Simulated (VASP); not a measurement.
Wanted: the native input for a VASP 6.6.1 run.

```yaml
Task: single point
Functional: PBE
Potentials_or_basis: VASP PAW PBE potentials, release 64 (Ti_sv, C)
Cutoff: 520 eV
k_mesh: 10 × 10 × 10
Occupations: gaussian, width 0.1 eV
Spin: no spin polarisation
Dipole_correction: no
Further_INCAR_settings: ALGO = Normal; EDIFF = 1e-06; NBANDS = 39
```

The structure of Ti4C3 lies in POSCAR:

```
Ti4C3
1.0
    4.2667978885      0.0000000000      0.0000000000
    0.0000000000      4.2667978885      0.0000000000
    0.0000000000      0.0000000000      4.2667978885
Ti C
4 3
Direct
    0.0000000000      0.0000000000      0.0000000000
    0.0000000000      0.5000000000      0.5000000000
    0.5000000000      0.0000000000      0.5000000000
    0.5000000000      0.5000000000      0.0000000000
    0.5000000000      0.0000000000      0.0000000000
    0.0000000000      0.5000000000      0.0000000000
    0.0000000000      0.0000000000      0.5000000000
```

One way to write it, as run:

INCAR

```
SYSTEM = Ti4C3
ALGO = Normal
EDIFF = 1E-6
ENCUT = 520
GGA = PE
ISIF = 2
ISMEAR = 0
LASPH = .TRUE.
LCHARG = .FALSE.
LREAL = .FALSE.
LWAVE = .FALSE.
NBANDS = 39
NELM = 80
PREC = Accurate
SIGMA = 0.1
```

KPOINTS

```
k-points
0
G
  10 10 10
  0 0 0
```

Potentials or basis: VASP PAW PBE potentials, release 64 (Ti_sv, C).

Command:

```sh
$ cat potpaw_PBE.64/Ti_sv/POTCAR potpaw_PBE.64/C/POTCAR > POTCAR
$ mpirun -np 1 vasp_std > vasp.out
```

Results of the run:

* Pressure: 7.2 GPa
* Band gap on the k mesh: zero (bands 30 and 31 overlap by 1.18 eV)

Caveat: the cell stands under pressure.

It took 2.5 min on 1 thread of Intel Xeon 8259CL, on a shared host, peak memory 0.26 GiB.
